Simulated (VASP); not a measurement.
# HfMoC2 (P4/mmm) in VASP: further runs

The runs below take HfMoC2 through single point, with r2SCAN+D3(BJ), r2SCAN+D4.

All numbers are computed with VASP 6.6.1; they aren't measurements. Logs are shortened: lines on timing, memory, paths and dates and some standing lists are left out, and cuts for length are marked.

### Step 1. The cell of the first run

Symmetry: P4/mmm, No. 123, tetragonal system. Conventional cell: a = 3.183 Å, b = 3.183 Å, c = 4.433 Å, α = 90.00°, β = 90.00°, γ = 90.00°. Hf (site symmetry 4/mmm) has 6 C at 2.22 to 2.25 Å within 2.9 Å. Within 2.9 Å of Mo (site symmetry 4/mmm) lie 6 C at 2.22 to 2.25 Å. C (site symmetry 4/mmm) has 2 Mo at 2.22 Å and 4 Hf at 2.25 Å within 2.9 Å. Within 2.9 Å of C (site symmetry 4/mmm) lie 2 Hf at 2.22 Å and 4 Mo at 2.25 Å.

### Step 2. Single point, r2SCAN+D3(BJ)

Input file POSCAR:

```
HfMoC2
1.0
    3.1833647666      0.0000000000      0.0000000000
    0.0000000000      3.1833647666      0.0000000000
    0.0000000000      0.0000000000      4.4334331668
Hf Mo C
1 1 2
Direct
    0.0000000000      0.0000000000      0.0000000000
    0.5000000000      0.5000000000      0.5000000000
    0.5000000000      0.5000000000      0.0000000000
    0.0000000000      0.0000000000      0.5000000000
```

Input file INCAR.step1:

```
PREC = Accurate
ENCUT = 520
ISMEAR = -1
SIGMA = 0.05
LREAL = False
LASPH = True
NELM = 60
NBANDS = 24
GGA = PE
ALGO = Normal
EDIFF = 1E-4
LWAVE = True
LCHARG = False
```

Input file INCAR.step2:

```
PREC = Accurate
ENCUT = 520
EDIFF = 1E-6
ISMEAR = -1
SIGMA = 0.05
LREAL = False
LASPH = True
NELM = 60
ALGO = Normal
ISIF = 2
LWAVE = False
LCHARG = False
METAGGA = R2SCAN
LMIXTAU = True
IVDW = 12
VDW_S6 = 1.0
VDW_S8 = 0.78981345
VDW_A1 = 0.49484001
VDW_A2 = 5.73083694
NBANDS = 24
ISTART = 1
```

Input file KPOINTS:

```
regular mesh
0
Gamma
  8 8 6
```

Potentials or basis: VASP PAW PBE potentials, release 64 (Hf_pv, Mo_sv, C).

On the command line:

```sh
cat potpaw_PBE.64/Hf_pv/POTCAR potpaw_PBE.64/Mo_sv/POTCAR potpaw_PBE.64/C/POTCAR > POTCAR
cp INCAR.step1 INCAR
mpirun -np 1 vasp_std > vasp.out
cp INCAR.step2 INCAR
mpirun -np 1 vasp_std > vasp.out
```

OUTCAR:

```text
PREC = Accurate
   ENCUT = 520
   EDIFF = 1E-6
   ISMEAR = -1
   LREAL = False
   LASPH = True
   NELM = 60
   ISIF = 2
   METAGGA = R2SCAN
   IVDW = 12
   ISTART = 1
 IVDW          = 12

 ion  position               nearest neighbor table
   1  0.000  0.000  0.000-   4 2.22   4 2.22   3 2.25   3 2.25   3 2.25   3 2.25   2 3.16   2 3.16
                             2 3.16   2 3.16   2 3.16   2 3.16   2 3.16   2 3.16
   2  0.500  0.500  0.500-   3 2.22   3 2.22   4 2.25   4 2.25   4 2.25   4 2.25   1 3.16   1 3.16
                             1 3.16   1 3.16   1 3.16   1 3.16   1 3.16   1 3.16
   3  0.500  0.500  0.000-   2 2.22   2 2.22   1 2.25   1 2.25   1 2.25   1 2.25
   4  0.000  0.000  0.500-   1 2.22   1 2.22   2 2.25   2 2.25   2 2.25   2 2.25

  LATTYP: Found a simple tetragonal cell.
 ALAT       =     3.1833647666
 C/A-ratio  =     1.3926877665

  Lattice vectors:

 A1 = (   3.1833647666,   0.0000000000,   0.0000000000)
 A2 = (   0.0000000000,   3.1833647666,   0.0000000000)
 A3 = (   0.0000000000,   0.0000000000,   4.4334331668)

Analysis of symmetry for initial positions (statically):
=====================================================================
 Subroutine PRICEL returns:
 Original cell was already a primitive cell.

 Routine SETGRP: Setting up the symmetry group for a
 simple tetragonal supercell.

 Subroutine GETGRP returns: Found 16 space group operations
 (whereof 16 operations were pure point group operations)
 out of a pool of 16 trial point group operations.

The static configuration has the point symmetry D_4h.

Analysis of symmetry for dynamics (positions and initial velocities):
=====================================================================
 Subroutine PRICEL returns:
 Original cell was already a primitive cell.

 Routine SETGRP: Setting up the symmetry group for a
 simple tetragonal supercell.

 Subroutine GETGRP returns: Found 16 space group operations
 (whereof 16 operations were pure point group operations)
 out of a pool of 16 trial point group operations.

The dynamic configuration has the point symmetry D_4h.

 Subroutine INISYM returns: Found 16 space group operations
 (whereof 16 operations are pure point group operations),
 and found     1 'primitive' translations

----------------------------------------------------------------------------------------

                                     Primitive cell

  volume of cell :      44.9276

  direct lattice vectors                    reciprocal lattice vectors
     3.183364767  0.000000000  0.000000000     0.314133024  0.000000000  0.000000000
     0.000000000  3.183364767  0.000000000     0.000000000  0.314133024  0.000000000
     0.000000000  0.000000000  4.433433167     0.000000000  0.000000000  0.225558830

  length of vectors
     3.183364767  3.183364767  4.433433167     0.314133024  0.314133024  0.225558830

  position of ions in fractional coordinates (direct lattice)
     0.000000000  0.000000000  0.000000000
     0.500000000  0.500000000  0.500000000
     0.500000000  0.500000000  0.000000000
     0.000000000  0.000000000  0.500000000

  ion indices of the primitive-cell ions
   primitive index   ion index
                 1           1
                 2           2
                 3           3
                 4           4

----------------------------------------------------------------------------------------

 KPOINTS: regular mesh

Automatic generation of k-mesh.
 Grid dimensions read from file:
 generate k-points for:    8    8    6

 Generating k-lattice:

  Cartesian coordinates                     Fractional coordinates (reciprocal lattice)
     0.039266628  0.000000000  0.000000000     0.125000000  0.000000000  0.000000000
     0.000000000  0.039266628  0.000000000     0.000000000  0.125000000  0.000000000
     0.000000000  0.000000000  0.037593138     0.000000000  0.000000000  0.166666667

  Length of vectors
     0.039266628  0.039266628  0.037593138

  Shift w.r.t. Gamma in fractional coordinates (k-lattice)
     0.000000000  0.000000000  0.000000000

 Subroutine IBZKPT returns following result:
 ===========================================

 Found     60 irreducible k-points:

 Following reciprocal coordinates:
            Coordinates               Weight
  0.000000  0.000000  0.000000      1.000000
  0.125000  0.000000  0.000000      4.000000
  0.250000  0.000000  0.000000      4.000000
  0.375000  0.000000  0.000000      4.000000
  0.500000  0.000000  0.000000      2.000000
  0.125000  0.125000  0.000000      4.000000
[... 16 lines left out ...]
  0.375000  0.125000  0.166667     16.000000
  0.500000  0.125000  0.166667      8.000000
 [... further k-points ...]
   k-points           NKPTS =     60   k-points in BZ     NKDIM =     60   number of bands    NBANDS=     24
   number of dos      NEDOS =    301   number of ions     NIONS =      4
   total plane-waves  NPLWV =  20736
   dimension x,y,z NGX =    24 NGY =   24 NGZ =   36
   dimension x,y,z NGXF=    48 NGYF=   48 NGZF=   72
   ions per type =               1   1   2
   NGX,Y,Z   is equivalent  to a cutoff of  12.53, 12.53, 13.50 a.u.
   NGXF,Y,Z  is equivalent  to a cutoff of  25.07, 25.07, 27.00 a.u.
 SYSTEM =  unknown system
   PREC   = accura    normal or accurate (medium, high low for compatibility)
   ISTART =      1    job   : 0-new  1-cont  2-samecut
   ICHARG =      0    charge: 1-file 2-atom 10-const
   ISPIN  =      1    spin polarized calculation?
   LNONCOLLINEAR =      F non collinear calculations
   LSORBIT =      F    spin-orbit coupling
   LASPH  =      T    aspherical Exc in radial PAW
   ENCUT  =  520.0 eV  38.22 Ry    6.18 a.u.   5.92  5.92  8.24*2*pi/ulx,y,z
   NELM   =     60;   NELMIN=  2; NELMDL=  0     # of ELM steps
   EDIFF  = 0.1E-05   stopping-criterion for ELM
   LREAL  =      F    real-space projection
   EDIFFG = 0.1E-04   stopping-criterion for IOM
   NSW    =      0    number of steps for IOM
   IBRION =     -1    ionic relax: 0-MD 1-quasi-New 2-CG
   NFREE  =      0    steps in history (QN), initial steepest desc. (CG)
   ISIF   =      2    stress and relaxation
   ISYM   =      2    0-nonsym 1-usesym 2-fastsym
   POTIM  = 0.5000    time-step for ionic-motion
   TEBEG  =    0.0;   TEEND  =   0.0 temperature during run
   PSTRESS=    0.0 pullay stress
   NELECT =      32.0000    total number of electrons
   NUPDOWN=      -1.0000    fix difference up-down
   EMIN   =  10.00;   EMAX   =-10.00  energy-range for DOS
   EFERMI =   0.00;   METHOD = LEGACY
   ISMEAR =    -1;   SIGMA  =   0.05  broadening in eV -4-tet -1-fermi 0-gaus
   EFERMI_NEDOS =   21; number of points for ismear=-14 and -15
   IALGO  =     38    algorithm
   IMIX   =      4    mixing-type and parameters
     AMIX     =   0.40;   BMIX     =  1.00
     AMIX_MAG =   1.60;   BMIX_MAG =  1.00
  volume/ion in A,a.u.               =      11.23        75.80
  Fermi-wavevector in a.u.,A,eV,Ry     =   1.462022  2.762820 29.082556  2.137508
  Thomas-Fermi vector in A             =   2.578284
   LORBIT       =      0    0 simple, 1 ext, 2 COOP (PROOUT), +10 PAW based schemes
   METAGGA = R2SCAN    functional components
   LHFCALC =     F    Hartree Fock is set to
   AEXX    =    0.0000 exact exchange contribution
   IVDW    =    12    specifies the selected vdW correction
   LEPSILON=     F    determine dielectric tensor
   LRPA    =     F    only Hartree local field effects (RPA)
 non-spin polarized calculation
  energy-cutoff  :      520.00
  volume of cell :       44.93
 maximum number of plane-waves:      1240
 NGX is ok and might be reduce to    24
   NGX = 11   NGY = 11   NGZ = 17

 number of electron      32.0000000 magnetization

 Free energy of the ion-electron system (eV)
  ---------------------------------------------------
  ext. energy  EPLUGINS =         0.00000000
  ---------------------------------------------------
  free energy    TOTEN  =       -92.96907320 eV

  energy without entropy =      -92.95967617  energy(sigma->0) =      -92.96437468

 E-fermi :   9.6620     XC(G=0): -13.9438

 val. band max:        9.6618307365   @ k =   0.0000   0.0000   0.0000
 cond. band min:       9.6999140496   @ k =   0.1250   0.1250   0.3333
 fundamental gap:      0.0380833131
 Fermi energy:         9.6619903741

 k-point     1 :       0.0000    0.0000    0.0000
  band No.  band energies     occupation
      1     -54.3865      2.00000
      2     -27.7298      2.00000
      3     -27.6496      2.00000
      4     -27.6496      2.00000
      5     -21.9342      2.00000
      6     -21.6435      2.00000
[... 16 lines left out ...]
     23      14.5340      0.00000
     24      14.5340      0.00000

 k-point     2 :       0.1250    0.0000    0.0000
  band No.  band energies     occupation
      1     -54.3836      2.00000
      2     -27.7242      2.00000
      3     -27.6903      2.00000
      4     -27.6440      2.00000
      5     -21.9306      2.00000
      6     -21.7264      2.00000
[... 16 lines left out ...]
     23      14.5031      0.00000
     24      15.2153      0.00000

 k-point     3 :       0.2500    0.0000    0.0000
  band No.  band energies     occupation
      1     -54.3764      2.00000
      2     -27.7875      2.00000
      3     -27.7105      2.00000
      4     -27.6307      2.00000
      5     -21.9217      2.00000
      6     -21.9212      2.00000
[... 16 lines left out ...]
     23      14.4225      0.00000
     24      17.4066      0.00000
[... 514 lines left out ...]
 k-point    23 :       0.3750    0.1250    0.1667
  band No.  band energies     occupation
      1     -54.3663      2.00000
      2     -27.8788      2.00000
      3     -27.6967      2.00000
      4     -27.6570      2.00000
      5     -22.0866      2.00000
      6     -21.9082      2.00000
[... 16 lines left out ...]
     23      15.7440      0.00000
     24      18.1426      0.00000

 k-point    24 :       0.5000    0.1250    0.1667
  band No.  band energies     occupation
      1     -54.3633      2.00000
      2     -27.9183      2.00000
      3     -27.6921      2.00000
      4     -27.6513      2.00000
      5     -22.1600      2.00000
      6     -21.9024      2.00000
[... 16 lines left out ...]
     23      16.1927      0.00000
     24      18.1125      0.00000

 [... further k-points ...]

------------------------ aborting loop because EDIFF is reached ----------------------------------------

 Edisp (eV)   -0.78543

 E8    (eV) :    -0.2834

  FORCE on cell =-STRESS in cart. coord.  units (eV):
  Direction    XX          YY          ZZ          XY          YZ          ZX
  --------------------------------------------------------------------------------------
  -------------------------------------------------------------------------------------
  Total      -0.31169    -0.31169    -0.28997     0.00000     0.00000     0.00000
  in kB     -11.11537   -11.11537   -10.34088     0.00000     0.00000     0.00000
  external pressure =      -10.86 kB  Pullay stress =        0.00 kB

 VOLUME and BASIS-vectors are now :
 -----------------------------------------------------------------------------
  energy-cutoff  :      520.00
  volume of cell :       44.93
      direct lattice vectors                 reciprocal lattice vectors
     3.183364767  0.000000000  0.000000000     0.314133024  0.000000000  0.000000000
     0.000000000  3.183364767  0.000000000     0.000000000  0.314133024  0.000000000
     0.000000000  0.000000000  4.433433167     0.000000000  0.000000000  0.225558830

 POSITION                                       TOTAL-FORCE (eV/Angst)
 -----------------------------------------------------------------------------------
      0.00000      0.00000      0.00000         0.000000      0.000000      0.000000
      1.59168      1.59168      2.21672         0.000000      0.000000      0.000000
      1.59168      1.59168      0.00000         0.000000      0.000000      0.000000
      0.00000      0.00000      2.21672         0.000000      0.000000      0.000000
 -----------------------------------------------------------------------------------
    total drift:                                0.000000     -0.000000     -0.000000

  FREE ENERGIE OF THE ION-ELECTRON SYSTEM (eV)
  ---------------------------------------------------
  free  energy   TOTEN  =       -93.7544998689 eV

  energy  without entropy=      -93.7451028365  energy(sigma->0) =      -93.74980135
```

Wall time 2 min (1 thread of AMD EPYC 9R45 (Zen 5), shared host); peak memory 0.19 GiB.

What came out:

| Property | Result |
| --- | --- |
| Free energy | -93.7545 eV |
| Pressure | -1.1 GPa |
| Band gap on the k mesh | zero (band 16 reaches 10.85 eV, above the bottom of band 17 at 8.31 eV) |
| Dispersion energy per atom | -0.196 eV |

Caveat: three body term missing; the PAW data sets were made with another functional, which shifts forces and pressure a little; spin-orbit coupling is left out, which moves the levels of the heavy elements; pairwise dispersion overbinds metals, which lowers pressure and volume.

### Step 3. Single point, r2SCAN+D4

Input file POSCAR:

```
HfMoC2
1.0
    3.1829967921      0.0000000000      0.0000000000
    0.0000000000      3.1829967921      0.0000000000
    0.0000000000      0.0000000000      4.4328259323
Hf Mo C
1 1 2
Direct
    0.0000000000      0.0000000000      0.0000000000
    0.5000000000      0.5000000000      0.5000000000
    0.5000000000      0.5000000000      0.0000000000
    0.0000000000      0.0000000000      0.5000000000
```

Input file INCAR.step1:

```
ALGO = Normal
EDIFF = 1E-4
ENCUT = 520
GGA = PE
ISMEAR = -1
LASPH = T
LCHARG = F
LREAL = F
LWAVE = T
NBANDS = 24
NELM = 60
PREC = Accurate
SIGMA = 0.05
```

Input file INCAR.step2:

```
ALGO = Normal
EDIFF = 1E-7
ENCUT = 520
ISIF = 2
ISMEAR = -1
ISTART = 1
IVDW = 13
LASPH = T
LCHARG = T
LELF = T
LMIXTAU = T
LREAL = F
LVHAR = T
LWAVE = F
METAGGA = R2SCAN
NBANDS = 24
NELM = 60
PREC = Accurate
SIGMA = 0.05
VDW_A1 = 0.51559235
VDW_A2 = 5.77342911
VDW_S6 = 1.0
VDW_S8 = 0.6018749
```

Input file KPOINTS:

```
k-points
0
Gamma
  8 8 6
```

Potentials or basis: VASP PAW PBE potentials, release 64 (Hf_pv, Mo_sv, C).

On the command line:

```sh
cat potpaw_PBE.64/Hf_pv/POTCAR potpaw_PBE.64/Mo_sv/POTCAR potpaw_PBE.64/C/POTCAR > POTCAR
cp INCAR.step1 INCAR
mpirun -np 1 vasp_std > vasp.out
cp INCAR.step2 INCAR
mpirun -np 1 vasp_std > vasp.out
```

Wall time 2.1 min (1 thread of AMD EPYC 9R45 (Zen 5), shared host); peak memory 0.18 GiB.

It converged, with:

```yaml
Free_energy: -93.4726 eV
Pressure: 0.0 GPa
Band_gap_on_the_k_mesh: zero (band 16 reaches 10.85 eV, above the bottom of band 17 at 8.31 eV)
Dispersion_energy_per_atom: -0.126 eV
```

Stress tensor (GPa, compression positive):
```
0.01 0.00 0.00
0.00 0.01 0.00
0.00 0.00 0.09
```

Levels at points of the mesh, in eV from the Fermi level:
```csv
k point,band 12,band 13,band 14,band 15,band 16,band 17,band 18,band 19,band 20,band 21
"(0.00, 0.00, 0.00)",-1.47,-1.47,-1.44,-1.44,-0.47,-0.27,-0.05,-0.05,0.00,0.50
"(0.50, 0.00, 0.00)",-5.26,-4.52,-4.05,-3.95,-0.49,1.05,2.28,3.44,3.49,4.49
"(0.50, 0.50, 0.00)",-4.02,-4.02,-1.42,-1.25,-1.25,-1.09,1.17,1.49,2.54,4.33
"(0.00, 0.00, 0.50)",-3.62,-2.51,-2.51,-1.96,-1.96,-1.35,-0.34,2.23,2.23,3.98
"(0.50, 0.00, 0.50)",-5.60,-5.57,-4.78,-4.62,1.10,1.17,1.88,4.84,5.64,5.81
"(0.50, 0.50, 0.50)",-4.60,-4.57,-4.56,-4.56,1.19,1.19,1.49,3.47,3.47,3.67
```

Caveat: the PAW data sets were made with another functional, which shifts forces and pressure a little; spin-orbit coupling is left out, which moves the levels of the heavy elements; pairwise dispersion overbinds metals, which lowers pressure and volume.
